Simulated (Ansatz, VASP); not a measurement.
## Na2S in VASP and in Ansatz

INCAR

```
SYSTEM = Na2S
PREC     = Accurate       ! precision mode
ENCUT    = 500            ! plane-wave cutoff, eV
EDIFF    = 1E-6           ! SCF threshold, eV
ISMEAR   = 0              ! smearing method
SIGMA    = 0.05           ! smearing width, eV
LREAL    = .FALSE.        ! projectors in reciprocal space
LASPH    = .TRUE.         ! aspherical terms in the spheres
NELM     = 120            ! most SCF steps
ALGO     = Normal         ! electronic algorithm
ISIF     = 2              ! what is computed and relaxed
LWAVE    = .FALSE.        ! write WAVECAR
LCHARG   = .FALSE.        ! write CHGCAR
GGA      = PE             ! functional
IVDW     = 12             ! dispersion correction
NBANDS   = 17             ! bands
GGA_COMPAT= .FALSE.
```

File KPOINTS:

```
Automatic mesh
0
G
  6 6 6
  0 0 0
```

POSCAR

```
Na2S
1.0
    0.0000000000      3.2202875722      3.2202875722
    3.2202875722      0.0000000000      3.2202875722
    3.2202875722      3.2202875722      0.0000000000
Na S
2 1
Direct
    0.2500000000      0.2500000000      0.2500000000
    0.7500000000      0.7500000000      0.7500000000
    0.0000000000      0.0000000000      0.0000000000
```

Input for Ansatz:

```yaml
crystal:
  lattice:
    - [0.0, 3.2202875722, 3.2202875722]
    - [3.2202875722, 0.0, 3.2202875722]
    - [3.2202875722, 3.2202875722, 0.0]
  atoms:
    - { symbol: Na, position: [0.25, 0.25, 0.25] }
    - { symbol: Na, position: [0.75, 0.75, 0.75] }
    - { symbol: S, position: [0.0, 0.0, 0.0] }
basis:
  ecutwfc: 420
  ecutrho_ratio: 4
kpoints:
  mp_grid: { grid: [6, 6, 6] }
hamiltonian:
  xc: pbe
  dispersion: d3bj
scf:
  occupations: { method: gaussian, width: 0.05 }
output:
  forces: true
  stress: true
  eigenvalues: true
```

Alike in both runs: task single point; functional PBE; dispersion D3(BJ); k mesh 6 × 6 × 6; occupations gaussian, width 0.05 eV; no spin polarisation.

```csv
,VASP,Ansatz
version,VASP 6.6.1,Ansatz 0.2.0
potentials or method,"VASP PAW PBE potentials, release 64 (Na_pv, S), cutoff 500 eV","scalar-relativistic, plane waves, PAW"
valence electrons in the cell,20,24
```

```csv
,VASP,Ansatz,Ansatz less VASP
gap on the k mesh at the Fermi level (eV),2.64,2.64,+0.003
least direct gap on the mesh (eV),2.64,2.64,+0.003
pressure (GPa),0.0,0.0,-0.01
```

VASP's potentials hold 20 valence electrons a cell and Ansatz's 24, so a difference there can come from the potentials and not from the codes.
